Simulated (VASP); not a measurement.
# Ti2B (Fm-3m) in VASP: a series of runs, part 2 of 2

VASP 6.6.1. Earlier steps stand in the parts before.

## (3) Relaxation of cell and atoms, PBE

This run uses another cell than the first one, of 13.46 Å³/atom, 0.994 times its volume.

INCAR reads:

```
SYSTEM = Ti2B
PREC = Accurate
ENCUT = 600
EDIFF = 1E-6
ISMEAR = 0
SIGMA = 0.1
LREAL = .False.
LASPH = .True.
NELM = 100
ALGO = Normal
ISIF = 3
LWAVE = .False.
LCHARG = .False.
GGA = PE
IBRION = 2
NSW = 100
EDIFFG = -0.01
```

KPOINTS reads:

```
Automatic mesh
0
Gamma
  14 14 14
  0 0 0
```

POSCAR reads:

```
Ti2B
1.0
    0.0000000000      2.7226848600      2.7226848600
    2.7226848600      0.0000000000      2.7226848600
    2.7226848600      2.7226848600      0.0000000000
Ti B
2 1
Direct
    0.2500000000      0.2500000000      0.2500000000
    0.7500000000      0.7500000000      0.7500000000
    0.0000000000      0.0000000000      0.0000000000
```

Potentials or basis: VASP PAW PBE potentials, release 64 (Ti_sv, B).

Started as:

```sh
> cat potpaw_PBE.64/Ti_sv/POTCAR potpaw_PBE.64/B/POTCAR > POTCAR
> mpirun -np 1 vasp_std > vasp.out
```

It took 4.9 min on 1 thread of AMD EPYC 7R43 (Zen 3), shared host; peak memory 0.2 GiB.

Results (log left out):

* Free energy: -23.3276 eV
* Relaxed volume: 13.53 Å³/atom
* Relaxed cell: a = 3.857 Å, b = 3.857 Å, c = 3.857 Å, α = 60.00°, β = 60.00°, γ = 60.00°
* Space group after relaxing (to 0.05 Å): Fm-3m (No. 225)
* Energy gained by relaxing: 0.2 meV/atom
* Ionic steps: 3
* Pressure after relaxing: 0.0 GPa

Step by step:
```csv
step,energy change (eV),largest force (eV/Å),pressure (GPa),volume (Å³)
1,0.0000,0.0000,0.83,40.37
2,-0.0001,0.0000,-0.68,40.77
3,-0.0005,0.0000,0.01,40.58
```

Final structure:
```yaml
crystal:
  lattice:
    - [0.00000, 2.72749, 2.72749]
    - [2.72749, 0.00000, 2.72749]
    - [2.72749, 2.72749, 0.00000]
  atoms:
    - { symbol: Ti, position: [0.25000, 0.25000, 0.25000] }
    - { symbol: Ti, position: [0.75000, 0.75000, 0.75000] }
    - { symbol: B, position: [0.00000, 0.00000, 0.00000] }
```

Levels at points of the mesh, in eV from the Fermi level:
```
           k point  band 11  band 12  band 13  band 14  band 15  band 16  band 17
(0.00, 0.00, 0.00)    -2.88    -2.88    -1.17    -1.17     3.48     3.48     3.48
(0.50, 0.00, 0.00)    -1.70    -1.70     0.50     0.50     1.35     1.63     1.63
(0.50, 0.50, 0.00)    -1.48    -0.55    -0.55    -0.41    -0.24     2.11     2.11
```

## (4) Single point, PBE, collinear spin, ferromagnetic start

This run uses another cell than the first one, of 13.46 Å³/atom, 0.994 times its volume.

INCAR reads:

```
SYSTEM = Ti2B
PREC = Accurate
ENCUT = 520
EDIFF = 1E-7
ISMEAR = 0
SIGMA = 0.1
LREAL = .FALSE.
LASPH = .TRUE.
NELM = 150
ALGO = Normal
ISIF = 2
LWAVE = .FALSE.
LCHARG = .TRUE.
ISPIN = 2
MAGMOM = 1 1 0
LORBIT = 11
LMAXMIX = 4
GGA = PE
LELF = .TRUE.
LVHAR = .TRUE.
NBANDS = 24
```

KPOINTS reads:

```
regular mesh
0
G
  6 6 6
  0 0 0
```

POSCAR is that of step 3.

Started as:

```sh
> cat potpaw_PBE.64/Ti_sv/POTCAR potpaw_PBE.64/B/POTCAR > POTCAR
> mpirun -np 1 vasp_std > vasp.out
```

Wall time 77 s (1 thread of AMD EPYC 7R43 (Zen 3), shared host); peak memory 0.16 GiB.

The run converged. Its results:

| Quantity | Value |
| --- | --- |
| Free energy | -23.3367 eV |
| Pressure | 0.8 GPa |
| Net moment | 0.00 μB per cell |
| Valence electrons inside the program's atomic spheres | Ti 10.35; B 1.86 |

Levels at points of the mesh, in eV from the Fermi level:
Spin up:
| k point | band 10 | band 11 | band 12 | band 13 | band 14 | band 15 | band 16 | band 17 | band 18 | band 19 |
| --- | --- | --- | --- | --- | --- | --- | --- | --- | --- | --- |
| (0.00, 0.00, 0.00) | -2.84 | -2.84 | -2.84 | -1.12 | -1.12 | 3.55 | 3.55 | 3.55 | 4.59 | 4.75 |
| (0.50, 0.00, 0.00) | -3.50 | -1.65 | -1.65 | 0.56 | 0.56 | 1.41 | 1.69 | 1.69 | 1.77 | 1.77 |
| (0.50, 0.50, 0.00) | -3.81 | -1.43 | -0.49 | -0.49 | -0.36 | -0.18 | 2.18 | 2.18 | 2.62 | 2.62 |
Spin down:
| k point | band 12 | band 13 | band 14 | band 15 | band 16 | band 17 |
| --- | --- | --- | --- | --- | --- | --- |
| (0.00, 0.00, 0.00) | -2.84 | -1.12 | -1.12 | 3.55 | 3.55 | 3.55 |
| (0.50, 0.00, 0.00) | -1.65 | 0.56 | 0.56 | 1.41 | 1.69 | 1.69 |
| (0.50, 0.50, 0.00) | -0.49 | -0.49 | -0.36 | -0.18 | 2.18 | 2.18 |

## (5) Single point, PBE

This run uses another cell than the first one, of 13.46 Å³/atom, 0.994 times its volume.

INCAR reads:

```
SYSTEM = Ti2B
ALGO = Normal
EDIFF = 1E-6
ENCUT = 500
GGA = PE
GGA_COMPAT = .FALSE.
ISIF = 2
ISMEAR = 0
LASPH = .TRUE.
LCHARG = .FALSE.
LREAL = .FALSE.
LWAVE = .FALSE.
NBANDS = 20
NELM = 120
PREC = Accurate
SIGMA = 0.1
```

KPOINTS reads:

```
k-points
0
G
  6 6 6
  0 0 0
```

POSCAR is that of step 4.

Potentials or basis: VASP PAW PBE potentials, release 64 (Ti_sv, B).

Started as:

```sh
> cat potpaw_PBE.64/Ti_sv/POTCAR potpaw_PBE.64/B/POTCAR > POTCAR
> mpirun -np 1 vasp_std > vasp.out
```

OUTCAR:

```text
SYSTEM = Ti2B
   EDIFF = 1E-6
   ENCUT = 500
   GGA = PE
   ISIF = 2
   ISMEAR = 0
   LASPH = .TRUE.
   LREAL = .FALSE.
   NELM = 120
   PREC = Accurate

 ion  position               nearest neighbor table
   1  0.250  0.250  0.250-   3 2.36   3 2.36   3 2.36   3 2.36   2 2.72   2 2.72   2 2.72   2 2.72
                             2 2.72   2 2.72
   2  0.750  0.750  0.750-   3 2.36   3 2.36   3 2.36   3 2.36   1 2.72   1 2.72   1 2.72   1 2.72
                             1 2.72   1 2.72
   3  0.000  0.000  0.000-   2 2.36   2 2.36   2 2.36   1 2.36   2 2.36   1 2.36   1 2.36   1 2.36

  LATTYP: Found a face centered cubic cell.
 ALAT       =     5.4453697200

  Lattice vectors:

 A1 = (   0.0000000000,   2.7226848600,   2.7226848600)
 A2 = (   2.7226848600,   0.0000000000,   2.7226848600)
 A3 = (   2.7226848600,   2.7226848600,   0.0000000000)

Analysis of symmetry for initial positions (statically):
=====================================================================
 Subroutine PRICEL returns:
 Original cell was already a primitive cell.

 Routine SETGRP: Setting up the symmetry group for a
 face centered cubic supercell.

[... 158 lines left out ...]

 E-fermi :   7.8508     XC(G=0): -11.6947

 val. band max:        7.8488437327   @ k =   0.5000   0.3333   0.1667
 cond. band min:       7.8657493260   @ k =  -0.3333   0.5000   0.1667
 fundamental gap:      0.0169055934
 Fermi energy:         7.8508108139

 k-point     1 :       0.0000    0.0000    0.0000
  band No.  band energies     occupation
      1     -48.6815      2.00000
      2     -48.4241      2.00000
      3     -25.0527      2.00000
      4     -25.0527      2.00000
      5     -25.0527      2.00000
      6     -24.5780      2.00000
[... 357 lines left out ...]
     19      10.3820      0.00000
     20      11.1691      0.00000

------------------------ aborting loop because EDIFF is reached ----------------------------------------

  FORCE on cell =-STRESS in cart. coord.  units (eV):
  Direction    XX          YY          ZZ          XY          YZ          ZX
  --------------------------------------------------------------------------------------
  -------------------------------------------------------------------------------------
  Total        0.1993304      0.1993304      0.1993304      0.0000000      0.0000000      0.0000000
  in kB        7.9115569      7.9115569      7.9115569      0.0000000      0.0000000      0.0000000
  external PRESSURE =       7.9115569 kB  Pullay stress =       0.0000000 kB

 VOLUME and BASIS-vectors are now :
 -----------------------------------------------------------------------------
  energy-cutoff  :      500.00
  volume of cell :       40.37
      direct lattice vectors                 reciprocal lattice vectors
     0.000000000  2.722684860  2.722684860    -0.183642260  0.183642260  0.183642260
     2.722684860  0.000000000  2.722684860     0.183642260 -0.183642260  0.183642260
     2.722684860  2.722684860  0.000000000     0.183642260  0.183642260 -0.183642260

 POSITION                                       TOTAL-FORCE (eV/Angst)
 -----------------------------------------------------------------------------------
      1.36134      1.36134      1.36134         0.000000      0.000000      0.000000
      4.08403      4.08403      4.08403        -0.000000     -0.000000     -0.000000
      0.00000      0.00000      0.00000        -0.000000      0.000000     -0.000000
 -----------------------------------------------------------------------------------
    total drift:                                0.000000      0.000000      0.000000

  FREE ENERGIE OF THE ION-ELECTRON SYSTEM (eV)
  ---------------------------------------------------
  free  energy   TOTEN  =       -23.3363880030 eV

  energy  without entropy=      -23.3265667308  energy(sigma->0) =      -23.33147737
```

stdout:

```text
POSCAR found type information on POSCAR TiB
 POSCAR found :  2 types and       3 ions
 scaLAPACK will be used
 LDA part: xc-table for (Slater+PW92), standard interpolation
 POSCAR, INCAR and KPOINTS ok, starting setup
 FFT: planning ... GRIDC
 FFT: planning ... GRID_SOFT
 FFT: planning ... GRID
 WAVECAR not read
 entering main loop
```

Run time: 6.4 s. Hardware: 1 thread of Intel Xeon 6975P-C (Granite Rapids), shared host; peak memory 0.15 GiB.

What came out:

```yaml
Free_energy: -23.3364 eV
Pressure: 0.8 GPa
```

## (6) The runs side by side

```tsv
task	spin	cell	k mesh	cutoff (eV)	gap on the mesh (eV)	pressure (GPa)
single point	off	a = 3.858 Å, angles 60.0°, 3 atoms	14 × 14 × 14	520	none	-0.1
relaxation of cell and atoms	off	relaxed from a = 3.850 Å, angles 60.0°, 3 atoms	14 × 14 × 14	600	none	0.0
single point	collinear, ferromagnetic start	a = 3.850 Å, angles 60.0°, 3 atoms	6 × 6 × 6	520	none	0.8
single point	off	a = 3.850 Å, angles 60.0°, 3 atoms	6 × 6 × 6	500	none	0.8
```

Alike in all rows: level PBE; potentials or basis VASP PAW PBE potentials, release 64 (Ti_sv, B); smearing gaussian 0.1 eV.

Absolute energies hang on the potentials; compare differences alone.
